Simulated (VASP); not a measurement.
# Si4C in VASP: further runs

The runs below take Si4C through relaxation of cell and atoms, single point, with PBE.

Program: VASP 6.6.1. These are calculated values, not measurements. Logs are shortened: lines on timing, memory, paths and dates and some standing lists are left out, and cuts for length are marked.

## 1. The cell of the first run

It takes space group I4_1/a (No. 88, tetragonal). The conventional cell has a = 7.620 Å, b = 7.620 Å, c = 4.820 Å, α = 90.00°, β = 90.00°, γ = 90.00°. Si (site symmetry 1) has 3 Si at 2.09 Å and 1 C at 2.09 Å within 2.8 Å. C (site symmetry -4) has 4 Si at 2.09 Å within 2.8 Å.

## 2. Relaxation of cell and atoms, PBE

Input file INCAR:

```
SYSTEM = Si4C
PREC     = Accurate       ! precision mode
ENCUT    = 600            ! plane-wave cutoff, eV
EDIFF    = 1E-6           ! SCF threshold, eV
ISMEAR   = 0              ! smearing method
SIGMA    = 0.2            ! smearing width, eV
LREAL    = .False.        ! projectors in reciprocal space
LASPH    = .True.         ! aspherical terms in the spheres
NELM     = 100            ! most SCF steps
ALGO     = Normal         ! electronic algorithm
ISIF     = 3              ! what is computed and relaxed
LWAVE    = .False.        ! write WAVECAR
LCHARG   = .False.        ! write CHGCAR
GGA      = PE             ! functional
IBRION   = 2              ! ionic algorithm
NSW      = 36             ! ionic steps
EDIFFG   = -0.08          ! ionic threshold
```

Input file KPOINTS:

```
Automatic mesh
0
Gamma
  4 4 4
  0 0 0
```

Input file POSCAR:

```
Si4C
1.0
   -3.8100000000      3.8100000000      2.4100000000
    3.8100000000     -3.8100000000      2.4100000000
    3.8100000000      3.8100000000     -2.4100000000
Si C
8 2
Direct
    0.4000000000      0.8000000000      0.2000000000
    0.2000000000      0.4000000000      0.6000000000
    0.1500000000      0.0500000000      0.7000000000
    0.6000000000      0.2000000000      0.8000000000
    0.5500000000      0.8500000000      0.9000000000
    0.8000000000      0.6000000000      0.4000000000
    0.3500000000      0.4500000000      0.3000000000
    0.9500000000      0.6500000000      0.1000000000
    0.7500000000      0.2500000000      0.5000000000
    0.0000000000      0.0000000000      0.0000000000
```

Potentials or basis: VASP PAW PBE potentials, release 64 (Si, C).

On the command line:

```
cat potpaw_PBE.64/Si/POTCAR potpaw_PBE.64/C/POTCAR > POTCAR
mpirun -np 1 vasp_std > vasp.out
```

OUTCAR:

```text
SYSTEM = Si4C
   PREC = Accurate
   ENCUT = 600
   EDIFF = 1E-6
   ISMEAR = 0
   LREAL = .False.
   LASPH = .True.
   NELM = 100
   ISIF = 3
   GGA = PE
   IBRION = 2
   NSW = 36
   EDIFFG = -0.08

 ion  position               nearest neighbor table
   1  0.400  0.800  0.200-   7 2.09   8 2.09   9 2.09   5 2.09
   2  0.200  0.400  0.600-   3 2.09   5 2.09   7 2.09   9 2.09
   3  0.150  0.050  0.700-  10 2.09   4 2.09   6 2.09   2 2.09
   4  0.600  0.200  0.800-   9 2.09   5 2.09   8 2.09   3 2.09
   5  0.550  0.850  0.900-   2 2.09   4 2.09   1 2.09  10 2.09
   6  0.800  0.600  0.400-   7 2.09   3 2.09   8 2.09   9 2.09
   7  0.350  0.450  0.300-   1 2.09   6 2.09  10 2.09   2 2.09
   8  0.950  0.650  0.100-   1 2.09   4 2.09   6 2.09  10 2.09
   9  0.750  0.250  0.500-   4 2.09   1 2.09   2 2.09   6 2.09
  10  0.000  0.000  0.000-   3 2.09   7 2.09   5 2.09   8 2.09

  LATTYP: Found a body centered tetragonal cell.
 ALAT       =     7.6200000000
 C/A-ratio  =     0.6325459318

  Lattice vectors:

 A1 = (  -3.8100000000,   3.8100000000,   2.4100000000)
 A2 = (   3.8100000000,  -3.8100000000,   2.4100000000)
 A3 = (   3.8100000000,   3.8100000000,  -2.4100000000)

Analysis of symmetry for initial positions (statically):
=====================================================================
 Subroutine PRICEL returns:
 Original cell was already a primitive cell.

 Routine SETGRP: Setting up the symmetry group for a
 body centered tetragonal supercell.

 Subroutine GETGRP returns: Found  8 space group operations
 (whereof  4 operations were pure point group operations)
 out of a pool of 16 trial point group operations.

The static configuration has the point symmetry S_4 .
 The point group associated with its full space group is C_4h.

Analysis of symmetry for dynamics (positions and initial velocities):
=====================================================================
 Subroutine PRICEL returns:
 Original cell was already a primitive cell.

 Routine SETGRP: Setting up the symmetry group for a
 body centered tetragonal supercell.

 Subroutine GETGRP returns: Found  8 space group operations
 (whereof  4 operations were pure point group operations)
 out of a pool of 16 trial point group operations.

The dynamic configuration has the point symmetry S_4 .
 The point group associated with its full space group is C_4h.

 Subroutine INISYM returns: Found  8 space group operations
 (whereof  4 operations are pure point group operations),
 and found     1 'primitive' translations

----------------------------------------------------------------------------------------

                                     Primitive cell

  volume of cell :     139.9352

  direct lattice vectors                    reciprocal lattice vectors
    -3.810000000  3.810000000  2.410000000     0.000000000  0.131233596  0.207468880
     3.810000000 -3.810000000  2.410000000     0.131233596  0.000000000  0.207468880
     3.810000000  3.810000000 -2.410000000     0.131233596  0.131233596  0.000000000

  length of vectors
     5.902567238  5.902567238  5.902567238     0.245490514  0.245490514  0.185592331

  position of ions in fractional coordinates (direct lattice)
     0.400000000  0.800000000  0.200000000
     0.200000000  0.400000000  0.600000000
     0.150000000  0.050000000  0.700000000
     0.600000000  0.200000000  0.800000000
     0.550000000  0.850000000  0.900000000
     0.800000000  0.600000000  0.400000000
     0.350000000  0.450000000  0.300000000
     0.950000000  0.650000000  0.100000000
     0.750000000  0.250000000  0.500000000
     0.000000000  0.000000000  0.000000000

  ion indices of the primitive-cell ions
   primitive index   ion index
                 1           1
                 2           2
                 3           3
                 4           4
                 5           5
                 6           6
                 7           7
                 8           8
                 9           9
                10          10

----------------------------------------------------------------------------------------

 KPOINTS: Automatic mesh

Automatic generation of k-mesh.
 Grid dimensions read from file:
 generate k-points for:    4    4    4

 Generating k-lattice:

  Cartesian coordinates                     Fractional coordinates (reciprocal lattice)
     0.000000000  0.032808399  0.051867220     0.250000000  0.000000000 -0.000000000
     0.032808399  0.000000000  0.051867220     0.000000000  0.250000000 -0.000000000
     0.032808399  0.032808399  0.000000000     0.000000000  0.000000000  0.250000000

  Length of vectors
     0.061372629  0.061372629  0.046398083

  Shift w.r.t. Gamma in fractional coordinates (k-lattice)
     0.000000000  0.000000000  0.000000000

 Subroutine IBZKPT returns following result:
 ===========================================

 Found     14 irreducible k-points:

 Following reciprocal coordinates:
            Coordinates               Weight
  0.000000  0.000000  0.000000      1.000000
  0.250000 -0.000000  0.000000      8.000000
  0.500000 -0.000000  0.000000      4.000000
  0.250000  0.250000  0.000000      8.000000
  0.500000  0.250000  0.000000      8.000000
 -0.250000  0.500000  0.000000      8.000000
 -0.250000  0.250000  0.000000      4.000000
  0.500000  0.500000  0.000000      2.000000
  0.250000  0.250000  0.250000      2.000000
 -0.250000  0.250000  0.250000      4.000000
  0.500000  0.500000  0.250000      4.000000
 -0.250000  0.500000  0.250000      8.000000
 -0.250000 -0.250000  0.250000      2.000000
  0.500000  0.500000  0.500000      1.000000
   k-points           NKPTS =     14   k-points in BZ     NKDIM =     14   number of bands    NBANDS=     26
   number of dos      NEDOS =    301   number of ions     NIONS =     10
   total plane-waves  NPLWV = 110592
   dimension x,y,z NGX =    48 NGY =   48 NGZ =   48
   dimension x,y,z NGXF=    96 NGYF=   96 NGZF=   96
   ions per type =               8   2
   NGX,Y,Z   is equivalent  to a cutoff of  13.52, 13.52, 13.52 a.u.
   NGXF,Y,Z  is equivalent  to a cutoff of  27.04, 27.04, 27.04 a.u.
 SYSTEM =  Si4C
   PREC   = accura    normal or accurate (medium, high low for compatibility)
   ISTART =      0    job   : 0-new  1-cont  2-samecut
   ICHARG =      2    charge: 1-file 2-atom 10-const
   ISPIN  =      1    spin polarized calculation?
   LNONCOLLINEAR =      F non collinear calculations
   LSORBIT =      F    spin-orbit coupling
   LASPH  =      T    aspherical Exc in radial PAW
   ENCUT  =  600.0 eV  44.10 Ry    6.64 a.u.  11.79 11.79 11.79*2*pi/ulx,y,z
   NELM   =    100;   NELMIN=  2; NELMDL= -5     # of ELM steps
   EDIFF  = 0.1E-05   stopping-criterion for ELM
   LREAL  =      F    real-space projection
   EDIFFG = -.8E-01   stopping-criterion for IOM
   NSW    =     36    number of steps for IOM
   IBRION =      2    ionic relax: 0-MD 1-quasi-New 2-CG
   NFREE  =      1    steps in history (QN), initial steepest desc. (CG)
   ISIF   =      3    stress and relaxation
   ISYM   =      2    0-nonsym 1-usesym 2-fastsym
   POTIM  = 0.5000    time-step for ionic-motion
   TEBEG  =    0.0;   TEEND  =   0.0 temperature during run
   PSTRESS=    0.0 pullay stress
   NELECT =      40.0000    total number of electrons
   NUPDOWN=      -1.0000    fix difference up-down
   EMIN   =  10.00;   EMAX   =-10.00  energy-range for DOS
   EFERMI =   0.00;   METHOD = LEGACY
   ISMEAR =     0;   SIGMA  =   0.20  broadening in eV -4-tet -1-fermi 0-gaus
   EFERMI_NEDOS =   21; number of points for ismear=-14 and -15
   IALGO  =     38    algorithm
   IMIX   =      4    mixing-type and parameters
     AMIX     =   0.40;   BMIX     =  1.00
     AMIX_MAG =   1.60;   BMIX_MAG =  1.00
  volume/ion in A,a.u.               =      13.99        94.43
  Fermi-wavevector in a.u.,A,eV,Ry     =   1.078415  2.037908 15.823282  1.162978
  Thomas-Fermi vector in A             =   2.214353
   LORBIT       =      0    0 simple, 1 ext, 2 COOP (PROOUT), +10 PAW based schemes
   GGA     = PE    functional components
   LHFCALC =     F    Hartree Fock is set to
   AEXX    =    0.0000 exact exchange contribution
   IVDW    =     0    specifies the selected vdW correction
   LEPSILON=     F    determine dielectric tensor
   LRPA    =     F    only Hartree local field effects (RPA)
 conjugate gradient relaxation of ions
 non-spin polarized calculation
 Gauss-broadening in eV      SIGMA  =   0.20
  energy-cutoff  :      600.00
  volume of cell :      139.94
 maximum number of plane-waves:      4698
   NGX = 23   NGY = 23   NGZ = 23

--------------------------------------- Ionic step        1  -------------------------------------------

 number of electron      40.0000000 magnetization

 Free energy of the ion-electron system (eV)
  ---------------------------------------------------
  ext. energy  EPLUGINS =         0.00000000
  ---------------------------------------------------
  free energy    TOTEN  =       -53.95723300 eV

  energy without entropy =      -53.95272041  energy(sigma->0) =      -53.95497671

------------------------ aborting loop because EDIFF is reached ----------------------------------------

  FORCE on cell =-STRESS in cart. coord.  units (eV):
  Direction    XX          YY          ZZ          XY          YZ          ZX
  --------------------------------------------------------------------------------------
  -------------------------------------------------------------------------------------
  Total       28.0165064     28.0165064     27.8840780     -0.0000000      0.0000000     -0.0000000
  in kB      320.7728296    320.7728296    319.2566014     -0.0000000      0.0000000     -0.0000000
  external PRESSURE =     320.2674202 kB  Pullay stress =       0.0000000 kB
[... 113 lines left out ...]
  FREE ENERGIE OF THE ION-ELECTRON SYSTEM (eV)
  ---------------------------------------------------
  free  energy   TOTEN  =       -59.9261250278 eV

  energy  without entropy=      -59.9260638965  energy(sigma->0) =      -59.92609446

 E-fermi :   6.4663     XC(G=0):  -9.7699

 val. band max:        6.0656469034   @ k =   0.0000   0.0000   0.0000
 cond. band min:       6.9215024418   @ k =   0.5000   0.5000   0.0000
 fundamental gap:      0.8558555384
 Fermi energy:         6.4663173859

 k-point     1 :       0.0000    0.0000    0.0000
  band No.  band energies     occupation
      1      -7.0057      2.00000
      2      -5.2901      2.00000
      3      -2.6871      2.00000
      4      -2.6871      2.00000
      5      -2.4956      2.00000
      6      -2.3783      2.00000
[... 395 lines left out ...]
     25       8.3501      0.00000
     26       8.3501      0.00000

[... ionic steps 4 to 8 ...]

--------------------------------------- Ionic step        9  -------------------------------------------

 number of electron      40.0000000 magnetization

------------------------ aborting loop because EDIFF is reached ----------------------------------------

  FORCE on cell =-STRESS in cart. coord.  units (eV):
  Direction    XX          YY          ZZ          XY          YZ          ZX
  --------------------------------------------------------------------------------------
  -------------------------------------------------------------------------------------
  Total       -0.8709982     -0.8709982     -0.4241996     -0.0000000     -0.0000000      0.0000000
  in kB       -8.7061623     -8.7061623     -4.2401359     -0.0000000     -0.0000000      0.0000000
  external PRESSURE =      -7.2174869 kB  Pullay stress =       0.0000000 kB
[... 73 lines left out ...]
  energy  without entropy=      -60.8449819251  energy(sigma->0) =      -60.84503539

--------------------------------------- Ionic step       11  -------------------------------------------

 number of electron      40.0000001 magnetization

 Free energy of the ion-electron system (eV)
  ---------------------------------------------------
  ext. energy  EPLUGINS =         0.00000000
  ---------------------------------------------------
  free energy    TOTEN  =       -60.84531074 eV

  energy without entropy =      -60.84520312  energy(sigma->0) =      -60.84525693

 E-fermi :   7.2211     XC(G=0): -10.0817

 val. band max:        6.8435439341   @ k =   0.0000   0.0000   0.0000
 cond. band min:       7.6602812104   @ k =   0.5000   0.5000   0.0000
 fundamental gap:      0.8167372763
 Fermi energy:         7.2211233003

 k-point     1 :       0.0000    0.0000    0.0000
  band No.  band energies     occupation
      1      -7.1157      2.00000
      2      -5.5879      2.00000
      3      -2.1347      2.00000
      4      -2.1347      2.00000
      5      -1.7558      2.00000
      6      -1.7397      2.00000
[... 432 lines left out ...]
  FREE ENERGIE OF THE ION-ELECTRON SYSTEM (eV)
  ---------------------------------------------------
  free  energy   TOTEN  =       -60.8453107421 eV

  energy  without entropy=      -60.8452031210  energy(sigma->0) =      -60.84525693

 reached required accuracy - stopping structural energy minimisation
```

Wall time 18 min (1 thread of Intel Xeon 8259CL, shared host); peak memory 0.35 GiB.

Results:

| Item | Value |
| --- | --- |
| Free energy | -60.8453 eV |
| Relaxed volume | 15.86 Å³/atom |
| Relaxed cell | a = 6.153 Å, b = 6.153 Å, c = 6.153 Å, α = 99.61°, β = 99.61°, γ = 131.76° |
| Space group after relaxing (to 0.1 Å) | I4_1/a (No. 88) |
| Energy gained by relaxing | 688.8 meV/atom |
| Ionic steps | 11 |
| Pressure after relaxing | 0.5 GPa |
| Largest force after relaxing | 0.077 eV/Å |
| Band gap on the k mesh | 0.82 eV (least direct gap 1.67 eV) |

Forces in eV/Å, atoms in the order of the input:
```
Si  -0.016  0.068 -0.033
Si   0.068  0.016  0.033
Si  -0.016  0.068  0.033
Si   0.016 -0.068 -0.033
Si  -0.068 -0.016 -0.033
Si  -0.068 -0.016  0.033
Si   0.016 -0.068  0.033
Si   0.068  0.016 -0.033
C    0.000  0.000  0.000
C    0.000  0.000  0.000
```

The path:
```
step  energy change (eV)  largest force (eV/Å)  pressure (GPa)  volume (Å³)
   1              0.0000                5.6771           32.03       139.94
   2             -3.5338                0.7785          -17.23       204.58
   3             -5.9689                1.2141           -8.58       173.82
   4             -5.9857                1.3466           -7.56       172.02
   5             -5.9860                1.4220           -6.98       171.05
   6             -6.8066                0.3714            0.11       158.85
   7             -6.8099                0.3534            0.72       158.09
   8             -6.8502                0.2492            0.12       158.98
   9             -6.8723                0.1979           -0.72       160.29
  10             -6.8879                0.0870            0.34       158.78
  11             -6.8881                0.0772            0.48       158.58
```

Final structure:
```
Si C
1.0
    -3.97077    3.97077    2.51444
     3.97077   -3.97077    2.51444
     3.97077    3.97077   -2.51444
Si C
8 2
Direct
  0.45117 0.85700 0.22814
  0.14300 0.37114 0.59417
  0.12114 0.02697 0.72814
  0.62886 0.22303 0.77186
  0.60700 0.87886 0.90583
  0.77697 0.54883 0.40583
  0.29883 0.39300 0.27186
  0.97303 0.70117 0.09417
  0.75000 0.25000 0.50000
  0.00000 0.00000 0.00000
```

Levels at points of the mesh, in eV from the valence-band top:
| k point | band 17 | band 18 | band 19 | band 20 | band 21 | band 22 | band 23 | band 24 |
| --- | --- | --- | --- | --- | --- | --- | --- | --- |
| (0.00, 0.00, 0.00) | -2.60 | -0.22 | -0.22 | 0.00 | 2.30 | 2.91 | 2.91 | 2.97 |
| (0.50, 0.00, 0.00) | -1.68 | -1.38 | -0.96 | -0.67 | 1.60 | 2.87 | 3.10 | 3.30 |
| (0.50, 0.50, 0.00) | -1.78 | -1.78 | -0.85 | -0.85 | 0.82 | 0.82 | 2.51 | 2.51 |
| (0.50, 0.50, 0.50) | -1.85 | -1.85 | -1.71 | -1.71 | 0.99 | 0.99 | 1.88 | 1.88 |

Caveat: the relaxation stopped at a loose force limit of 0.08 eV/Å, so its end isn't a converged minimum. A k mesh can miss the band edges.

## 3. Single point, PBE

This run uses another cell than the first one, of 15.92 Å³/atom.

Input file INCAR:

```
PREC     = Accurate       # precision mode
ENCUT    = 520            # plane-wave cutoff, eV
EDIFF    = 1E-6           # SCF threshold, eV
ISMEAR   = 0              # smearing method
SIGMA    = 0.1            # smearing width, eV
LREAL    = F              # projectors in reciprocal space
LASPH    = T              # aspherical terms in the spheres
NELM     = 60             # most SCF steps
ALGO     = Normal         # electronic algorithm
ISIF     = 2              # what is computed and relaxed
LWAVE    = F              # write WAVECAR
LCHARG   = F              # write CHGCAR
GGA      = PE             # functional
NBANDS   = 31             # bands
```

Input file KPOINTS:

```
regular mesh
0
Gamma
  4 4 4
```

Input file POSCAR:

```
Si4C
1.0
    0.0001111116     -0.0000497688      5.0505104501
   -3.9706668075      3.9706105980      2.5251259319
   -3.9704434225     -3.9704329684      2.5252030153
Si C
8 2
Direct
    0.0267385890      0.2716440728      0.0949540265
    0.7016077831      0.9050452095      0.2716412586
    0.8566513781      0.7716218001      0.5949701544
    0.3933332518      0.7283652560      0.9050484556
    0.5483889995      0.5949755013      0.2283614655
    0.8782931463      0.0949564086      0.7283568977
    0.2232532352      0.2283698132      0.4050275758
    0.3717348109      0.4050222265      0.7716390435
    0.9999974981     -0.0000022795      0.9999989222
    0.2500013081      0.5000019915      0.5000022003
```

Potentials or basis: VASP PAW PBE potentials, release 64 (Si, C).

On the command line:

```
cat potpaw_PBE.64/Si/POTCAR potpaw_PBE.64/C/POTCAR > POTCAR
mpirun -np 1 vasp_std > vasp.out
```

Wall time 5.8 min (1 thread of Intel Xeon 8259CL, shared host); peak memory 0.34 GiB.

It converged, with:

* Free energy: -60.8502 eV
* Pressure: -0.1 GPa
* Largest force: 0.009 eV/Å
* Band gap on the k mesh: 0.83 eV (least direct gap 1.64 eV)

Forces on the atoms (eV/Å):
```
Si  -0.007  0.005  0.003
Si  -0.005 -0.006 -0.004
Si  -0.006  0.005 -0.003
Si   0.007 -0.005  0.003
Si   0.005  0.006  0.003
Si   0.005  0.006 -0.003
Si   0.006 -0.005 -0.003
Si  -0.005 -0.006  0.003
C    0.000  0.000  0.000
C    0.000  0.000  0.000
```

Levels at points of the mesh, in eV from the valence-band top:
| k point | band 18 | band 19 | band 20 | band 21 | band 22 | band 23 |
| --- | --- | --- | --- | --- | --- | --- |
| (0.00, 0.00, 0.00) | -0.18 | -0.18 | 0.00 | 2.30 | 2.94 | 2.94 |
| (0.50, 0.00, 0.00) | -1.34 | -0.96 | -0.65 | 1.60 | 2.90 | 3.13 |
| (0.50, 0.00, 0.50) | -1.34 | -0.96 | -0.65 | 1.60 | 2.90 | 3.13 |
| (0.00, 0.50, 0.00) | -1.76 | -0.81 | -0.81 | 0.83 | 0.83 | 2.56 |
| (0.50, 0.50, 0.00) | -1.34 | -0.96 | -0.65 | 1.60 | 2.90 | 3.13 |
| (0.50, 0.50, 0.50) | -1.34 | -0.96 | -0.65 | 1.60 | 2.90 | 3.13 |
| (0.00, 0.00, 0.50) | -1.76 | -0.81 | -0.81 | 0.83 | 0.83 | 2.56 |
| (0.00, 0.50, 0.50) | -1.82 | -1.68 | -1.68 | 1.04 | 1.04 | 1.89 |
